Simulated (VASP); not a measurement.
Here is a VASP 6.6.1 calculation.

INCAR

```
SYSTEM = ScIr3C
PREC = Accurate
ENCUT = 700
EDIFF = 1E-6
ISMEAR = 1
SIGMA = 0.05
LREAL = .False.
LASPH = .True.
NELM = 120
ALGO = Normal
ISIF = 2
LWAVE = .False.
LCHARG = .True.
GGA = PE
LELF = .True.
LVHAR = .True.
NBANDS = 41
GGA_COMPAT = .False.
```

Contents of KPOINTS:

```
Automatic mesh
0
Gamma
  5 5 5
  0 0 0
```

The input POSCAR:

```
ScIr3C
1.0
    4.5567109229      0.0000000000      0.0000000000
    0.0000000000      4.5567109229      0.0000000000
    0.0000000000      0.0000000000      4.5567109229
Sc Ir C
1 3 1
Direct
    0.0000000000      0.0000000000      0.0000000000
    0.5000000000      0.0000000000      0.0000000000
    0.0000000000      0.5000000000      0.0000000000
    0.0000000000      0.0000000000      0.5000000000
    0.5000000000      0.5000000000      0.5000000000
```

Potentials or basis: VASP PAW PBE potentials, release 64 (Sc_sv, Ir_sv_GW, C).

Command:

```sh
$ cat potpaw_PBE.64/Sc_sv/POTCAR potpaw_PBE.64/Ir_sv_GW/POTCAR potpaw_PBE.64/C/POTCAR > POTCAR
$ mpirun -np 1 vasp_std > vasp.out
```

Problem. Estimate the band gap on the k mesh.

Solution. Zero (bands 33 and 34 overlap by 0.45 eV).

Problem. Predict the pressure.

Solution. 8.1 GPa.

Caveat: the cell stands under pressure; spin-orbit coupling is left out, which moves the levels of the heavy elements.
